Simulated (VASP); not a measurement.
# TiSb (P6_3/mmc) in VASP: a series of runs, part 2 of 2

VASP 6.6.1.

## 3. Single point, LDA (23.36 Å³/atom)

This run uses another cell than the first one, of 23.36 Å³/atom.

Contents of INCAR:

```
SYSTEM = TiSb
ALGO = Normal ; EDIFF = 1E-6
ENCUT = 520 ; ISIF = 2
ISMEAR = -1 ; LASPH = .TRUE.
LCHARG = .TRUE. ; LELF = .TRUE.
LREAL = .FALSE. ; LVHAR = .TRUE.
LWAVE = .FALSE. ; NBANDS = 25
NELM = 80 ; PREC = Accurate
SIGMA = 0.03
```

Contents of KPOINTS:

```
k-points
0
G
  12 12 7
  0 0 0
```

Contents of POSCAR:

```
TiSb
1.0
    4.1304740752      0.0000000000      0.0000000000
   -2.0652370377      3.5770954788      0.0000000000
    0.0000000000      0.0000000000      6.3252144578
Ti Sb
2 2
Direct
    0.0000000000      0.0000000000      0.0000000000
    0.0000000000      0.0000000000      0.5000000000
    0.3333333333      0.6666666667      0.2500000000
    0.6666666667      0.3333333333      0.7500000000
```

Potentials or basis: VASP PAW LDA potentials, release 64 (Ti_sv, Sb).

Command:

```sh
> cat potpaw_LDA.64/Ti_sv/POTCAR potpaw_LDA.64/Sb/POTCAR > POTCAR
> mpirun -np 1 vasp_std > vasp.out
```

OUTCAR:

```text
SYSTEM = TiSb
   EDIFF = 1E-6
   ENCUT = 520
   ISIF = 2
   ISMEAR = -1
   LASPH = .TRUE.
   LREAL = .FALSE.
   NELM = 80
   PREC = Accurate

 ion  position               nearest neighbor table
   1  0.000  0.000  0.000-   3 2.86   4 2.86   4 2.86   3 2.86   4 2.86   3 2.86
   2  0.000  0.000  0.500-   3 2.86   4 2.86   4 2.86   3 2.86   4 2.86   3 2.86
   3  0.333  0.667  0.250-   1 2.86   2 2.86   1 2.86   2 2.86   1 2.86   2 2.86
   4  0.667  0.333  0.750-   1 2.86   2 2.86   1 2.86   2 2.86   1 2.86   2 2.86

  LATTYP: Found a hexagonal cell.
 ALAT       =     4.1304740752
 C/A-ratio  =     1.5313531432

  Lattice vectors:

 A1 = (   4.1304740752,   0.0000000000,   0.0000000000)
 A2 = (  -2.0652370377,   3.5770954788,   0.0000000000)
 A3 = (   0.0000000000,   0.0000000000,   6.3252144578)

Analysis of symmetry for initial positions (statically):
=====================================================================
 Subroutine PRICEL returns:
 Original cell was already a primitive cell.

 Routine SETGRP: Setting up the symmetry group for a
 hexagonal supercell.

 Subroutine GETGRP returns: Found 24 space group operations
[... 170 lines left out ...]

 E-fermi :   7.6128     XC(G=0): -10.5763

 val. band max:        7.6012067504   @ k =   0.3333   0.3333   0.1429
 cond. band min:       7.6137032843   @ k =   0.3333  -0.0000   0.4286
 fundamental gap:      0.0124965339
 Fermi energy:         7.6127852449

 k-point     1 :       0.0000    0.0000    0.0000
  band No.  band energies     occupation
      1     -49.1730      2.00000
      2     -49.1575      2.00000
      3     -25.8912      2.00000
      4     -25.8912      2.00000
      5     -25.8735      2.00000
      6     -25.8735      2.00000
[... 661 lines left out ...]
     24       9.8502      0.00000
     25      10.9619      0.00000

 [... further k-points ...]

------------------------ aborting loop because EDIFF is reached ----------------------------------------

  FORCE on cell =-STRESS in cart. coord.  units (eV):
  Direction    XX          YY          ZZ          XY          YZ          ZX
  --------------------------------------------------------------------------------------
  -------------------------------------------------------------------------------------
  Total       -5.4318265     -5.4318265     -5.8429460      0.0000000      0.0000000      0.0000000
  in kB      -93.1216753    -93.1216753   -100.1697916      0.0000000      0.0000000      0.0000000
  external PRESSURE =     -95.4710474 kB  Pullay stress =       0.0000000 kB

 VOLUME and BASIS-vectors are now :
 -----------------------------------------------------------------------------
  energy-cutoff  :      520.00
  volume of cell :       93.46
      direct lattice vectors                 reciprocal lattice vectors
     4.130474075  0.000000000  0.000000000     0.242102960  0.139778209  0.000000000
    -2.065237038  3.577095479  0.000000000     0.000000000  0.279556418  0.000000000
     0.000000000  0.000000000  6.325214458     0.000000000  0.000000000  0.158097406

 POSITION                                       TOTAL-FORCE (eV/Angst)
 -----------------------------------------------------------------------------------
      0.00000      0.00000      0.00000        -0.000000      0.000000      0.000000
      0.00000      0.00000      3.16261        -0.000000      0.000000      0.000000
     -0.00000      2.38473      1.58130        -0.000000      0.000000     -0.000000
      2.06524      1.19237      4.74391         0.000000      0.000000     -0.000000
 -----------------------------------------------------------------------------------
    total drift:                                0.000000     -0.000000      0.000000

  FREE ENERGIE OF THE ION-ELECTRON SYSTEM (eV)
  ---------------------------------------------------
  free  energy   TOTEN  =       -28.5182695620 eV

  energy  without entropy=      -28.5059550942  energy(sigma->0) =      -28.51211233
```

OSZICAR:

```text
N       E                     dE             d eps       ncg     rms          rms(c)
DAV:   1     0.336432469425E+03    0.33643E+03   -0.15524E+04  3800   0.135E+03
DAV:   2     0.198755375893E+01   -0.33444E+03   -0.32516E+03  4179   0.395E+02
DAV:   3    -0.295950006488E+02   -0.31583E+02   -0.31037E+02  6264   0.113E+02
DAV:   4    -0.322206759958E+02   -0.26257E+01   -0.26090E+01  5679   0.273E+01
DAV:   5    -0.323800125300E+02   -0.15934E+00   -0.15928E+00  5481   0.503E+00    0.132E+01
DAV:   6    -0.291583827623E+02    0.32216E+01   -0.28809E+01  5068   0.390E+01    0.638E+00
DAV:   7    -0.285912078744E+02    0.56717E+00   -0.57254E+00  5005   0.185E+01    0.362E+00
DAV:   8    -0.285480563591E+02    0.43152E-01   -0.73148E-01  5048   0.609E+00    0.154E+00
DAV:   9    -0.285177153425E+02    0.30341E-01   -0.13400E-01  5064   0.316E+00    0.465E-01
DAV:  10    -0.285182658255E+02   -0.55048E-03   -0.62119E-03  5597   0.589E-01    0.194E-01
DAV:  11    -0.285183579857E+02   -0.92160E-04   -0.31531E-04  5539   0.996E-02    0.116E-01
DAV:  12    -0.285182695286E+02    0.88457E-04   -0.43224E-04  5086   0.152E-01    0.862E-03
DAV:  13    -0.285182695652E+02   -0.36671E-07   -0.13539E-05  4503   0.298E-02    0.599E-03
DAV:  14    -0.285182695620E+02    0.32278E-08   -0.43960E-07  3017   0.540E-03
   1 F= -.28518270E+02 E0= -.28512112E+02  d E =-.123145E-01
```

Run time: 2.6 min. Hardware: 1 thread of AMD EPYC 7R43 (Zen 3), shared host; peak memory 0.25 GiB.

Results:

- Free energy: -28.5183 eV
- Pressure: -9.5 GPa
- Band gap on the k mesh: zero (bands 17 and 18 overlap by 0.46 eV)

Stress tensor (GPa, compression positive):
```
 -9.31   0.00   0.00
  0.00  -9.31   0.00
  0.00   0.00 -10.02
```

Levels at points of the mesh, in eV from the Fermi level:
| k point | band 14 | band 15 | band 16 | band 17 | band 18 | band 19 | band 20 | band 21 |
| --- | --- | --- | --- | --- | --- | --- | --- | --- |
| (0.00, 0.00, 0.00) | -1.01 | -0.27 | -0.27 | -0.03 | -0.03 | 0.88 | 0.88 | 1.15 |
| (0.50, 0.00, 0.00) | -2.59 | -2.28 | -1.46 | -1.20 | 0.54 | 0.62 | 0.68 | 0.68 |

Caveat: the cell stands under tension; spin-orbit coupling is left out, which moves the levels of the heavy elements.

## 4. Single point, LDA (24.28 Å³/atom)

This run uses another cell than the first one, of 24.28 Å³/atom.

Contents of INCAR:

```
PREC = Accurate
ENCUT = 520
EDIFF = 1E-7
ISMEAR = -1
SIGMA = 0.03
LREAL = False
LASPH = True
NELM = 60
ALGO = Normal
ISIF = 2
LWAVE = False
LCHARG = True
GGA = CA
LELF = True
LVHAR = True
NBANDS = 25
```

Contents of KPOINTS:

```
Automatic mesh
0
Gamma
  12 12 7
```

Contents of POSCAR:

```
TiSb
1.0
    4.1837763938      0.0000000000      0.0000000000
   -2.0918881970      3.6232566408      0.0000000000
    0.0000000000      0.0000000000      6.4068391310
Ti Sb
2 2
Direct
    0.0000000000      0.0000000000      0.0000000000
    0.0000000000      0.0000000000      0.5000000000
    0.3333333333      0.6666666667      0.2500000000
    0.6666666667      0.3333333333      0.7500000000
```

Command:

```sh
> cat potpaw_LDA.64/Ti_sv/POTCAR potpaw_LDA.64/Sb/POTCAR > POTCAR
> mpirun -np 1 vasp_std > vasp.out
```

Run time: 2.9 min. Hardware: 1 thread of AMD EPYC 7R43 (Zen 3), shared host; peak memory 0.26 GiB.

The run converged. Its results:

* Free energy: -28.2746 eV
* Pressure: -11.7 GPa
* Band gap on the k mesh: zero (bands 17 and 18 overlap by 0.44 eV)

Stress tensor (GPa, compression positive):
```
-11.38   0.00   0.00
  0.00 -11.38   0.00
  0.00   0.00 -12.38
```

Levels at points of the mesh, in eV from the Fermi level:
```
           k point  band 15  band 16  band 17  band 18  band 19  band 20
(0.00, 0.00, 0.00)    -0.25    -0.25    -0.04    -0.04     0.79     0.79
(0.50, 0.00, 0.00)    -2.21    -1.44    -1.13     0.50     0.57     0.63
```

Caveat: the cell stands under tension; spin-orbit coupling is left out, which moves the levels of the heavy elements.

## 5. The runs side by side

```csv
cell,gap on the mesh (eV),pressure (GPa)
"a = 4.090, b = 4.090, c = 6.263 Å, angles 90.0, 90.0, 120.0°, 4 atoms",none,-7.6
"a = 4.130, b = 4.130, c = 6.325 Å, angles 90.0, 90.0, 120.0°, 4 atoms",none,-9.5
"a = 4.184, b = 4.184, c = 6.407 Å, angles 90.0, 90.0, 120.0°, 4 atoms",none,-11.7
```

Alike in all rows: task single point; level LDA; potentials or basis VASP PAW LDA potentials, release 64 (Ti_sv, Sb); no spin polarisation; k mesh 12 × 12 × 7; cutoff (eV) 520; smearing fermi-dirac 0.03 eV.

Caveats: the cell stands under tension; spin-orbit coupling is left out, which moves the levels of the heavy elements.

Total energies depend on the potentials used, so only differences within one code and one set of settings carry meaning.
